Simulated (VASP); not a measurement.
A run of VASP 6.6.1:

File INCAR:

```
SYSTEM = Ag16P
PREC     = Accurate       ! precision mode
ENCUT    = 520            ! plane-wave cutoff, eV
EDIFF    = 1E-7           ! SCF threshold, eV
ISMEAR   = 0              ! smearing method
SIGMA    = 0.15           ! smearing width, eV
LREAL    = Auto         
LASPH    = .True.         ! aspherical terms in the spheres
NELM     = 100            ! most SCF steps
ALGO     = Normal         ! electronic algorithm
ISIF     = 2              ! what is computed and relaxed
LWAVE    = .False.        ! write WAVECAR
LCHARG   = .True.         ! write CHGCAR
GGA      = PE             ! functional
IVDW     = 12             ! dispersion correction
LELF     = .True.         ! ELF
LVHAR    = .True.       
NBANDS   = 104            ! bands
```

KPOINTS

```
Automatic mesh
0
Gamma
  2 3 1
  0 0 0
```

POSCAR

```
Ag16P
1.0
    8.1800000000      0.0000000000      0.0000000000
    0.0000000000      5.7841330000      0.0000000000
    0.0000000000      0.0000000000     15.3381000000
Ag P
16 1
Direct
    0.2500000000      0.2499999568      0.0651971235
    0.7500000000      0.2499999568      0.0651971235
    0.2500000000      0.7500000432      0.0651971235
    0.7500000000      0.7500000432      0.0651971235
    0.0023485330      0.0000044951      0.1519980310
    0.4976507335      0.0000055324      0.1519977703
    0.0003957213      0.4999999136      0.1518448178
    0.4996037897      0.5000012967      0.1518435139
    0.2499954768      0.2483312538      0.2555463845
    0.7499979218      0.2446421962      0.2515726850
    0.2499955990      0.7517021134      0.2555221964
    0.7499992665      0.7553299691      0.2515702727
   -0.0001426650     -0.0000266246      0.3440247488
    0.5001370416     -0.0000245499      0.3440241621
   -0.0365564792      0.4999748450      0.3510686461
    0.5365444988      0.4999788214      0.3510653210
    0.2499897311      0.5000977675      0.3890645517
```

Potentials or basis: VASP PAW PBE potentials, release 64 (Ag, P).

The run is started by

```sh
$ cat potpaw_PBE.64/Ag/POTCAR potpaw_PBE.64/P/POTCAR > POTCAR
$ mpirun -np 1 vasp_std > vasp.out
```

Hardware: 1 thread of Intel(R) Xeon(R) Platinum 8259CL CPU @ 2.50GHz (Skylake/Cascade Lake) (shared host).

Question: Estimate the wall time of this run.

Answer: Wall time 12 min on 1 thread of Intel(R) Xeon(R) Platinum 8259CL CPU @ 2.50GHz (Skylake/Cascade Lake), with other jobs on the host, peak memory 0.81 GiB. Counts: scf iterations 22, k points 4.
